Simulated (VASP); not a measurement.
# SrO (Fm-3m) in VASP: further runs, part 3 of 3

VASP 6.6.1.

## 5. Relaxation of cell and atoms, PBE, target pressure 10 GPa, at which the enthalpy is minimised

File INCAR:

```
PREC     = Accurate       # precision mode
ENCUT    = 600            # plane-wave cutoff, eV
EDIFF    = 1E-7           # SCF threshold, eV
ISMEAR   = 0              # smearing method
SIGMA    = 0.01           # smearing width, eV
LREAL    = F              # projectors in reciprocal space
LASPH    = T              # aspherical terms in the spheres
NELM     = 120            # most SCF steps
ALGO     = Normal         # electronic algorithm
ISIF     = 3              # what is computed and relaxed
LWAVE    = F              # write WAVECAR
LCHARG   = F              # write CHGCAR
GGA      = PE             # functional
IBRION   = 2              # ionic algorithm
NSW      = 80             # ionic steps
EDIFFG   = -0.01          # ionic threshold
PSTRESS  = 100.0        
GGA_COMPAT= F            
NELMIN   = 4
```

File KPOINTS:

```
regular mesh
0
Gamma
  6 6 6
```

File POSCAR:

```
SrO
1.0
    0.0000000000      2.5663000000      2.5663000000
    2.5663000000      0.0000000000      2.5663000000
    2.5663000000      2.5663000000      0.0000000000
Sr O
1 1
Direct
    0.5000000000      0.5000000000      0.5000000000
    0.0000000000      0.0000000000      0.0000000000
```

Potentials or basis: VASP PAW PBE potentials, release 64 (Sr_sv, O).

Command:

```bash
$ cat potpaw_PBE.64/Sr_sv/POTCAR potpaw_PBE.64/O/POTCAR > POTCAR
$ mpirun -np 1 vasp_std > vasp.out
```

OUTCAR:

```text
PREC = Accurate
   ENCUT = 600
   EDIFF = 1E-7
   ISMEAR = 0
   LREAL = F
   LASPH = T
   NELM = 120
   ISIF = 3
   GGA = PE
   IBRION = 2
   NSW = 80
   EDIFFG = -0.01
   PSTRESS = 100.0
   NELMIN = 4

 ion  position               nearest neighbor table
   1  0.500  0.500  0.500-   2 2.57   2 2.57   2 2.57   2 2.57   2 2.57   2 2.57
   2  0.000  0.000  0.000-   1 2.57   1 2.57   1 2.57   1 2.57   1 2.57   1 2.57

  LATTYP: Found a face centered cubic cell.
 ALAT       =     5.1326000000

  Lattice vectors:

 A1 = (   0.0000000000,   2.5663000000,   2.5663000000)
 A2 = (   2.5663000000,   0.0000000000,   2.5663000000)
 A3 = (   2.5663000000,   2.5663000000,   0.0000000000)

Analysis of symmetry for initial positions (statically):
=====================================================================
 Subroutine PRICEL returns:
 Original cell was already a primitive cell.

 Routine SETGRP: Setting up the symmetry group for a
 face centered cubic supercell.

 Subroutine GETGRP returns: Found 48 space group operations
 (whereof 48 operations were pure point group operations)
 out of a pool of 48 trial point group operations.

The static configuration has the point symmetry O_h .

Analysis of symmetry for dynamics (positions and initial velocities):
=====================================================================
 Subroutine PRICEL returns:
 Original cell was already a primitive cell.

 Routine SETGRP: Setting up the symmetry group for a
 face centered cubic supercell.

 Subroutine GETGRP returns: Found 48 space group operations
 (whereof 48 operations were pure point group operations)
 out of a pool of 48 trial point group operations.

The dynamic configuration has the point symmetry O_h .

 Subroutine INISYM returns: Found 48 space group operations
 (whereof 48 operations are pure point group operations),
 and found     1 'primitive' translations

----------------------------------------------------------------------------------------

                                     Primitive cell

  volume of cell :      33.8028

  direct lattice vectors                    reciprocal lattice vectors
     0.000000000  2.566300000  2.566300000    -0.194833028  0.194833028  0.194833028
     2.566300000  0.000000000  2.566300000     0.194833028 -0.194833028  0.194833028
     2.566300000  2.566300000  0.000000000     0.194833028  0.194833028 -0.194833028

  length of vectors
     3.629296265  3.629296265  3.629296265     0.337460704  0.337460704  0.337460704

  position of ions in fractional coordinates (direct lattice)
     0.500000000  0.500000000  0.500000000
     0.000000000  0.000000000  0.000000000

  ion indices of the primitive-cell ions
   primitive index   ion index
                 1           1
                 2           2

----------------------------------------------------------------------------------------

 KPOINTS: regular mesh

Automatic generation of k-mesh.
 Grid dimensions read from file:
 generate k-points for:    6    6    6

 Generating k-lattice:

  Cartesian coordinates                     Fractional coordinates (reciprocal lattice)
    -0.032472171  0.032472171  0.032472171     0.166666667  0.000000000  0.000000000
     0.032472171 -0.032472171  0.032472171     0.000000000  0.166666667  0.000000000
     0.032472171  0.032472171 -0.032472171     0.000000000  0.000000000  0.166666667

  Length of vectors
     0.056243451  0.056243451  0.056243451

  Shift w.r.t. Gamma in fractional coordinates (k-lattice)
     0.000000000  0.000000000  0.000000000

 Subroutine IBZKPT returns following result:
 ===========================================

 Found     16 irreducible k-points:

 Following reciprocal coordinates:
            Coordinates               Weight
  0.000000  0.000000  0.000000      1.000000
  0.166667  0.000000  0.000000      8.000000
  0.333333  0.000000  0.000000      8.000000
  0.500000  0.000000  0.000000      4.000000
  0.166667  0.166667  0.000000      6.000000
  0.333333  0.166667  0.000000     24.000000
[... 8 lines left out ...]
 -0.333333  0.333333  0.166667     24.000000
 -0.333333  0.500000  0.166667     12.000000
   k-points           NKPTS =     16   k-points in BZ     NKDIM =     16   number of bands    NBANDS=     12
   number of dos      NEDOS =    301   number of ions     NIONS =      2
   total plane-waves  NPLWV =  27000
   dimension x,y,z NGX =    30 NGY =   30 NGZ =   30
   dimension x,y,z NGXF=    60 NGYF=   60 NGZF=   60
   ions per type =               1   1
   NGX,Y,Z   is equivalent  to a cutoff of  13.74, 13.74, 13.74 a.u.
   NGXF,Y,Z  is equivalent  to a cutoff of  27.48, 27.48, 27.48 a.u.
 SYSTEM =  unknown system
   PREC   = accura    normal or accurate (medium, high low for compatibility)
   ISTART =      0    job   : 0-new  1-cont  2-samecut
   ICHARG =      2    charge: 1-file 2-atom 10-const
   ISPIN  =      1    spin polarized calculation?
   LNONCOLLINEAR =      F non collinear calculations
   LSORBIT =      F    spin-orbit coupling
   LASPH  =      T    aspherical Exc in radial PAW
   ENCUT  =  600.0 eV  44.10 Ry    6.64 a.u.   7.25  7.25  7.25*2*pi/ulx,y,z
   NELM   =    120;   NELMIN=  4; NELMDL= -5     # of ELM steps
   EDIFF  = 0.1E-06   stopping-criterion for ELM
   LREAL  =      F    real-space projection
   EDIFFG = -.1E-01   stopping-criterion for IOM
   NSW    =     80    number of steps for IOM
   IBRION =      2    ionic relax: 0-MD 1-quasi-New 2-CG
   NFREE  =      1    steps in history (QN), initial steepest desc. (CG)
   ISIF   =      3    stress and relaxation
   ISYM   =      2    0-nonsym 1-usesym 2-fastsym
   POTIM  = 0.5000    time-step for ionic-motion
   TEBEG  =    0.0;   TEEND  =   0.0 temperature during run
   PSTRESS=  100.0 pullay stress
   NELECT =      16.0000    total number of electrons
   NUPDOWN=      -1.0000    fix difference up-down
   EMIN   =  10.00;   EMAX   =-10.00  energy-range for DOS
   EFERMI =   0.00;   METHOD = LEGACY
   ISMEAR =     0;   SIGMA  =   0.01  broadening in eV -4-tet -1-fermi 0-gaus
   EFERMI_NEDOS =   21; number of points for ismear=-14 and -15
   IALGO  =     38    algorithm
   IMIX   =      4    mixing-type and parameters
     AMIX     =   0.40;   BMIX     =  1.00
     AMIX_MAG =   1.60;   BMIX_MAG =  1.00
  volume/ion in A,a.u.               =      16.90       114.06
  Fermi-wavevector in a.u.,A,eV,Ry     =   1.275843  2.410995 22.147245  1.627777
  Thomas-Fermi vector in A             =   2.408533
   LORBIT       =      0    0 simple, 1 ext, 2 COOP (PROOUT), +10 PAW based schemes
   GGA     = PE    functional components
   LHFCALC =     F    Hartree Fock is set to
   AEXX    =    0.0000 exact exchange contribution
   IVDW    =     0    specifies the selected vdW correction
   LEPSILON=     F    determine dielectric tensor
   LRPA    =     F    only Hartree local field effects (RPA)
 conjugate gradient relaxation of ions
 non-spin polarized calculation
 Gauss-broadening in eV      SIGMA  =   0.01
  energy-cutoff  :      600.00
  volume of cell :       33.80
 maximum number of plane-waves:      1158
 NGX is ok and might be reduce to    30
   NGX = 15   NGY = 15   NGZ = 15

--------------------------------------- Ionic step        1  -------------------------------------------

 number of electron      15.9999997 magnetization

 Free energy of the ion-electron system (eV)
  ---------------------------------------------------
  ext. energy  EPLUGINS =         0.00000000
  ---------------------------------------------------
  free energy    TOTEN  =       -12.03867887 eV

  energy without entropy =      -12.03867887  energy(sigma->0) =      -12.03867887

------------------------ aborting loop because EDIFF is reached ----------------------------------------

  FORCE on cell =-STRESS in cart. coord.  units (eV):
  Direction    XX          YY          ZZ          XY          YZ          ZX
  --------------------------------------------------------------------------------------
  -------------------------------------------------------------------------------------
  Total        0.8082285      0.8082285      0.8082285      0.0000000      0.0000000     -0.0000000
  in kB       38.3082654     38.3082654     38.3082654      0.0000000      0.0000000     -0.0000000
  external PRESSURE =     -61.6917346 kB  Pullay stress =     100.0000000 kB
[... 61 lines left out ...]
  enthalpy is  TOTEN    =        -9.9422362389 eV   P V=        1.9172594766

--------------------------------------- Ionic step        3  -------------------------------------------

 number of electron      15.9999999 magnetization

 Free energy of the ion-electron system (eV)
  ---------------------------------------------------
  ext. energy  EPLUGINS =         0.00000000
  ---------------------------------------------------
  free energy    TOTEN  =       -11.96386349 eV

  energy without entropy =      -11.96386349  energy(sigma->0) =      -11.96386349

 E-fermi :   2.0615     XC(G=0): -10.3104

 val. band max:        1.9540148893   @ k =   0.0000   0.0000   0.0000
 cond. band min:       5.1765483555   @ k =   0.5000   0.5000   0.0000
 fundamental gap:      3.2225334662
 Fermi energy:         2.0614969819

 k-point     1 :       0.0000    0.0000    0.0000
  band No.  band energies     occupation
      1     -30.2366      2.00000
      2     -13.2107      2.00000
      3     -11.8045      2.00000
      4     -11.8045      2.00000
      5     -11.8045      2.00000
      6       1.9540      2.00000
      7       1.9540      2.00000
      8       1.9540      2.00000
      9       6.3802      0.00000
     10       8.2914      0.00000
     11       8.2914      0.00000
     12       8.2914      0.00000
[... 252 lines left out ...]
  FREE ENERGIE OF THE ION-ELECTRON SYSTEM (eV)
  ---------------------------------------------------
  free  energy   TOTEN  =       -11.9638634947 eV

  energy  without entropy=      -11.9638634947  energy(sigma->0) =      -11.96386349

  enthalpy is  TOTEN    =        -9.9648606981 eV   P V=        1.9990027965

 reached required accuracy - stopping structural energy minimisation
```

Run time: 24 s. Hardware: 1 thread of Intel Xeon Platinum 8488C (Sapphire Rapids), shared host; peak memory 0.17 GiB.

What came out:

```yaml
Free_energy: -11.9639 eV
Relaxed_volume: 16.01 Å³/atom
Relaxed_cell: a = 3.565 Å, b = 3.565 Å, c = 3.565 Å, α = 60.00°, β = 60.00°, γ = 60.00°
Space_group_after_relaxing_to_0.1_Å: Fm-3m (No. 225)
Energy_change_on_relaxing_the_run_minimises_the_enthalpy: +37.4 meV/atom
Ionic_steps: 3
Pressure_after_relaxing: 10.0 GPa
Band_gap_on_the_k_mesh: 3.22 eV (least direct gap 3.27 eV)
```

Step by step:
| step | energy change (eV) | largest force (eV/Å) | pressure (GPa) | volume (Å³) |
| --- | --- | --- | --- | --- |
| 1 | 0.0000 | 0.0000 | 3.83 | 33.80 |
| 2 | 0.1792 | 0.0000 | 15.77 | 30.72 |
| 3 | 0.0748 | 0.0000 | 9.97 | 32.03 |

Final structure:
```xyz
2
Lattice="0.0000 2.5206 2.5206 2.5206 0.0000 2.5206 2.5206 2.5206 0.0000" Properties=species:S:1:pos:R:3 pbc="T T T"
Sr    2.5206    2.5206    2.5206
O     0.0000    0.0000    0.0000
```

Caveat: the cell is relaxed towards a set pressure, so the run minimises the enthalpy, not the energy. PBE gaps usually lie below the measured ones, often by a third to a half.

## 6. The runs side by side

| cell | gap on the mesh (eV) | pressure (GPa) |
| --- | --- | --- |
| relaxed | 3.28 | 0.0 |
| relaxed to 2 GPa | 3.27 | 2.0 |
| relaxed to 5 GPa | 3.26 | 5.0 |
| relaxed to 10 GPa | 3.22 | 10.0 |

Alike in all rows: task relaxation of cell and atoms; level PBE; potentials or basis VASP PAW PBE potentials, release 64 (Sr_sv, O); no spin polarisation; k mesh 6 × 6 × 6; cutoff (eV) 600; smearing gaussian 0.01 eV.

Caveats: the cell is relaxed towards a set pressure, so the run minimises the enthalpy, not the energy (at least some runs).

Absolute energies hang on the potentials; compare differences alone.
